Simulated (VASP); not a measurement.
# BeS (I-4m2) in VASP: settings compared

The runs below take BeS through single point, with PBE, r2SCAN.

Program: VASP 6.6.1. These are calculated values, not measurements. Logs are shortened: lines on timing, memory, paths and dates and some standing lists are left out, and cuts for length are marked.

## (1) The cell of the first run

The structure is tetragonal, space group I-4m2 (No. 119). The conventional cell has a = 3.557 Å, b = 3.557 Å, c = 4.869 Å, α = 90.00°, β = 90.00°, γ = 90.00°. Be (site symmetry -4m2) has 4 S at 2.15 Å within 2.9 Å. Within 2.9 Å of S (site symmetry -4m2) lie 4 Be at 2.15 Å.

## (2) Single point, PBE (biaxial xy strain +3.3%)

INCAR reads:

```
SYSTEM = BeS
PREC = Accurate
ENCUT = 600
EDIFF = 1E-6
ISMEAR = -1
SIGMA = 0.02
LREAL = .False.
LASPH = .True.
NELM = 120
ALGO = Normal
ISIF = 2
LWAVE = .False.
LCHARG = .True.
GGA = PE
LELF = .True.
LVHAR = .True.
NBANDS = 11
GGA_COMPAT = .False.
```

KPOINTS reads:

```
regular mesh
0
Gamma
  10 10 10
  0 0 0
```

POSCAR reads:

```
BeS
1.0
    0.0000000000      2.5148817666      2.4343062304
    2.5148817666      0.0000000000      2.4343062304
    2.5148817666      2.5148817666      0.0000000000
Be S
1 1
Direct
    0.0000000000      0.0000000000      0.0000000000
    0.2500000000      0.2500000000      0.2500000000
```

Potentials or basis: VASP PAW PBE potentials, release 64 (Be, S).

Run with:

```console
> cat potpaw_PBE.64/Be/POTCAR potpaw_PBE.64/S/POTCAR > POTCAR
> mpirun -np 1 vasp_std > vasp.out
```

OUTCAR:

```text
SYSTEM = BeS
   PREC = Accurate
   ENCUT = 600
   EDIFF = 1E-6
   ISMEAR = -1
   LREAL = .False.
   LASPH = .True.
   NELM = 120
   ISIF = 2
   GGA = PE

 ion  position               nearest neighbor table
   1  0.000  0.000  0.000-   2 2.15   2 2.15   2 2.15   2 2.15
   2  0.250  0.250  0.250-   1 2.15   1 2.15   1 2.15   1 2.15

  LATTYP: Found a body centered tetragonal cell.
 ALAT       =     3.5565799021
 C/A-ratio  =     1.3689028772

  Lattice vectors:

 A1 = (   0.0000000000,  -2.5148817666,  -2.4343062304)
 A2 = (   0.0000000000,   2.5148817666,  -2.4343062304)
 A3 = (   2.5148817666,   0.0000000000,   2.4343062304)

Analysis of symmetry for initial positions (statically):
=====================================================================
 Subroutine PRICEL returns:
 Original cell was already a primitive cell.

 Routine SETGRP: Setting up the symmetry group for a
 body centered tetragonal supercell.

 Subroutine GETGRP returns: Found  8 space group operations
 (whereof  8 operations were pure point group operations)
 out of a pool of 16 trial point group operations.

The static configuration has the point symmetry D_2d.

Analysis of symmetry for dynamics (positions and initial velocities):
=====================================================================
 Subroutine PRICEL returns:
 Original cell was already a primitive cell.

 Routine SETGRP: Setting up the symmetry group for a
 body centered tetragonal supercell.

 Subroutine GETGRP returns: Found  8 space group operations
 (whereof  8 operations were pure point group operations)
 out of a pool of 16 trial point group operations.

The dynamic configuration has the point symmetry D_2d.

 Subroutine INISYM returns: Found  8 space group operations
 (whereof  8 operations are pure point group operations),
 and found     1 'primitive' translations

----------------------------------------------------------------------------------------

                                     Primitive cell

  volume of cell :      30.7922

  direct lattice vectors                    reciprocal lattice vectors
     0.000000000  2.514881767  2.434306230    -0.198816504  0.198816504  0.205397330
     2.514881767  0.000000000  2.434306230     0.198816504 -0.198816504  0.205397330
     2.514881767  2.514881767  0.000000000     0.198816504  0.198816504 -0.205397330

  length of vectors
     3.500068160  3.500068160  3.556579902     0.348201188  0.348201188  0.348201188

[... 80 lines left out ...]
   EDIFF  = 0.1E-05   stopping-criterion for ELM
   LREAL  =      F    real-space projection
   EDIFFG = 0.1E-04   stopping-criterion for IOM
   NSW    =      0    number of steps for IOM
   IBRION =     -1    ionic relax: 0-MD 1-quasi-New 2-CG
   NFREE  =      0    steps in history (QN), initial steepest desc. (CG)
   ISIF   =      2    stress and relaxation
   ISYM   =      2    0-nonsym 1-usesym 2-fastsym
   POTIM  = 0.5000    time-step for ionic-motion
   TEBEG  =    0.0;   TEEND  =   0.0 temperature during run
   PSTRESS=    0.0 pullay stress
   NELECT =       8.0000    total number of electrons
   NUPDOWN=      -1.0000    fix difference up-down
   EMIN   =  10.00;   EMAX   =-10.00  energy-range for DOS
   EFERMI =   0.00;   METHOD = LEGACY
   ISMEAR =    -1;   SIGMA  =   0.02  broadening in eV -4-tet -1-fermi 0-gaus
   EFERMI_NEDOS =   21; number of points for ismear=-14 and -15
   IALGO  =     38    algorithm
   IMIX   =      4    mixing-type and parameters
     AMIX     =   0.40;   BMIX     =  1.00
     AMIX_MAG =   1.60;   BMIX_MAG =  1.00
  volume/ion in A,a.u.               =      15.40       103.90
  Fermi-wavevector in a.u.,A,eV,Ry     =   1.044619  1.974044 14.847078  1.091229
  Thomas-Fermi vector in A             =   2.179380
   LORBIT       =      0    0 simple, 1 ext, 2 COOP (PROOUT), +10 PAW based schemes
   GGA     = PE    functional components
   LHFCALC =     F    Hartree Fock is set to
   AEXX    =    0.0000 exact exchange contribution
   IVDW    =     0    specifies the selected vdW correction
   LEPSILON=     F    determine dielectric tensor
   LRPA    =     F    only Hartree local field effects (RPA)
 non-spin polarized calculation
  energy-cutoff  :      600.00
  volume of cell :       30.79
 maximum number of plane-waves:      1044
   NGX = 13   NGY = 13   NGZ = 15

 number of electron       8.0000001 magnetization

 Free energy of the ion-electron system (eV)
  ---------------------------------------------------
  ext. energy  EPLUGINS =         0.00000000
  ---------------------------------------------------
  free energy    TOTEN  =        -9.97849015 eV

  energy without entropy =       -9.97849015  energy(sigma->0) =       -9.97849015

 E-fermi :   3.9527     XC(G=0):  -9.4181

 val. band max:        3.5155953628   @ k =   0.0000   0.0000   0.0000
 cond. band min:       6.5370098725   @ k =   0.5000   0.5000   0.0000
 fundamental gap:      3.0214145097
 Fermi energy:         3.9526715101

 k-point     1 :       0.0000    0.0000    0.0000
  band No.  band energies     occupation
      1      -9.7870      2.00000
      2       3.3630      2.00000
      3       3.3630      2.00000
      4       3.5156      2.00000
      5       8.6628      0.00000
      6       9.0774      0.00000
      7       9.1249      0.00000
      8       9.1249      0.00000
      9      15.7387      0.00000
     10      16.3778      0.00000
     11      17.7002      0.00000
[... 309 lines left out ...]
 k-point    24 :       0.4000    0.3000    0.0000
  band No.  band energies     occupation
      1      -8.3196      2.00000
      2      -0.3897      2.00000
      3       1.1355      2.00000
      4       1.3021      2.00000
      5       7.4346      0.00000
      6       9.1130      0.00000
      7      13.1886      0.00000
      8      13.3007      0.00000
      9      16.5708      0.00000
     10      18.3603      0.00000
     11      19.7097      0.00000

 [... further k-points ...]
[... 5 lines left out ...]
  --------------------------------------------------------------------------------------
  -------------------------------------------------------------------------------------
  Total       -1.1416152     -1.1416152     -0.5920218      0.0000000      0.0000000      0.0000000
  in kB      -59.4004828    -59.4004828    -30.8040553      0.0000000      0.0000000      0.0000000
  external PRESSURE =     -49.8683403 kB  Pullay stress =       0.0000000 kB

 VOLUME and BASIS-vectors are now :
 -----------------------------------------------------------------------------
  energy-cutoff  :      600.00
  volume of cell :       30.79
      direct lattice vectors                 reciprocal lattice vectors
     0.000000000  2.514881767  2.434306230    -0.198816504  0.198816504  0.205397330
     2.514881767  0.000000000  2.434306230     0.198816504 -0.198816504  0.205397330
     2.514881767  2.514881767  0.000000000     0.198816504  0.198816504 -0.205397330

 POSITION                                       TOTAL-FORCE (eV/Angst)
 -----------------------------------------------------------------------------------
      0.00000      0.00000      0.00000         0.000000      0.000000     -0.000000
      1.25744      1.25744      1.21715        -0.000000     -0.000000      0.000000
 -----------------------------------------------------------------------------------
    total drift:                               -0.000000     -0.000000      0.000000

  FREE ENERGIE OF THE ION-ELECTRON SYSTEM (eV)
  ---------------------------------------------------
  free  energy   TOTEN  =        -9.9784901532 eV

  energy  without entropy=       -9.9784901532  energy(sigma->0) =       -9.97849015
```

OSZICAR:

```text
N       E                     dE             d eps       ncg     rms          rms(c)
DAV:   1     0.236572298765E+02    0.23657E+02   -0.41149E+03  2244   0.694E+02
DAV:   2    -0.847522126560E+01   -0.32132E+02   -0.30634E+02  2840   0.121E+02
DAV:   3    -0.101077619226E+02   -0.16325E+01   -0.16290E+01  2957   0.275E+01
DAV:   4    -0.101187341524E+02   -0.10972E-01   -0.10970E-01  2753   0.258E+00
DAV:   5    -0.101188323607E+02   -0.98208E-04   -0.98207E-04  2977   0.248E-01    0.509E+00
DAV:   6    -0.100048676808E+02    0.11396E+00   -0.13583E-01  2552   0.164E+00    0.349E+00
DAV:   7    -0.997687055591E+01    0.27997E-01   -0.91782E-02  2655   0.155E+00    0.110E+00
DAV:   8    -0.997833001958E+01   -0.14595E-02   -0.69271E-03  3034   0.411E-01    0.107E-01
DAV:   9    -0.997840369033E+01   -0.73671E-04   -0.47712E-04  2776   0.139E-01    0.307E-02
DAV:  10    -0.997848512473E+01   -0.81434E-04   -0.10567E-04  2646   0.630E-02    0.173E-02
DAV:  11    -0.997848968091E+01   -0.45562E-05   -0.14364E-05  2942   0.201E-02    0.120E-02
DAV:  12    -0.997849015323E+01   -0.47232E-06   -0.65537E-07  2106   0.481E-03
   1 F= -.99784902E+01 E0= -.99784902E+01  d E =-.297319E-12
```

stdout:

```text
POSCAR found type information on POSCAR BeS
 POSCAR found :  2 types and       2 ions
 scaLAPACK will be used
 LDA part: xc-table for (Slater+PW92), standard interpolation
 POSCAR, INCAR and KPOINTS ok, starting setup
 FFT: planning ... GRIDC
 FFT: planning ... GRID_SOFT
 FFT: planning ... GRID
 WAVECAR not read
 entering main loop
```

Wall time 27 s (1 thread of Intel Xeon Platinum 8259CL at 2.50GHz (Skylake/Cascade Lake), shared host); peak memory 0.17 GiB.

Results:

```yaml
Free_energy: -9.9785 eV
Pressure: -5.0 GPa
Band_gap_on_the_k_mesh: 3.02 eV, indirect (least direct gap 5.15 eV)
```

Caveat: the cell differs from its parent crystal (biaxial xy strain +3.3%). A k mesh can miss the band edges.

## (3) Single point, r2SCAN (biaxial xy strain +3.3%)

POSCAR is that of step 2.

INCAR.step1 reads:

```
SYSTEM = BeS
  ALGO = Normal
  EDIFF = 1E-5
  ENCUT = 660
  GGA = PE
  GGA_COMPAT = .False.
  ISMEAR = 0
  LASPH = .True.
  LCHARG = .False.
  LREAL = .False.
  LWAVE = .True.
  NBANDS = 11
  NELM = 120
  PREC = Accurate
  SIGMA = 0.01
```

INCAR.step2 reads:

```
SYSTEM = BeS
  ALGO = Normal
  EDIFF = 1E-6
  ENCUT = 660
  GGA_COMPAT = .False.
  ISIF = 2
  ISMEAR = 0
  ISTART = 1
  LASPH = .True.
  LCHARG = .False.
  LMIXTAU = .True.
  LREAL = .False.
  LWAVE = .False.
  METAGGA = R2SCAN
  NBANDS = 11
  NELM = 120
  PREC = Accurate
  SIGMA = 0.01
```

KPOINTS reads:

```
k-points
0
Gamma
  10 10 10
  0 0 0
```

Potentials or basis: VASP PAW PBE potentials, release 64 (Be, S).

Run with:

```console
> cat potpaw_PBE.64/Be/POTCAR potpaw_PBE.64/S/POTCAR > POTCAR
> cp INCAR.step1 INCAR
> mpirun -np 1 vasp_std > vasp.out
> cp INCAR.step2 INCAR
> mpirun -np 1 vasp_std > vasp.out
```

It took 2.7 min on 1 thread of Intel Xeon Platinum 8259CL at 2.50GHz (Skylake/Cascade Lake), shared host; peak memory 0.19 GiB.

The run converged. Its results:

- Free energy: -14.7487 eV
- Pressure: -5.4 GPa
- Band gap on the k mesh: 3.47 eV, indirect (least direct gap 5.90 eV)

Stress tensor (GPa, compression positive):
```
-6.38  0.00  0.00
 0.00 -6.38  0.00
 0.00  0.00 -3.45
```

Levels at points of the mesh, in eV from the valence-band top:
```
           k point  band 2  band 3  band 4  band 5  band 6  band 7
(0.00, 0.00, 0.00)   -0.16   -0.16    0.00    5.90    6.16    6.20
(0.50, 0.00, 0.00)   -5.57   -1.20   -0.92    5.66    6.91    7.25
(0.50, 0.50, 0.00)   -4.76   -2.72   -2.72    3.47    5.12   13.13
(0.50, 0.00, 0.50)   -4.97   -2.50   -2.44    3.71    5.44   13.00
```

Caveat: the cell differs from its parent crystal (biaxial xy strain +3.3%); the PAW data sets were made with another functional, which shifts forces and pressure a little. A k mesh can miss the band edges.
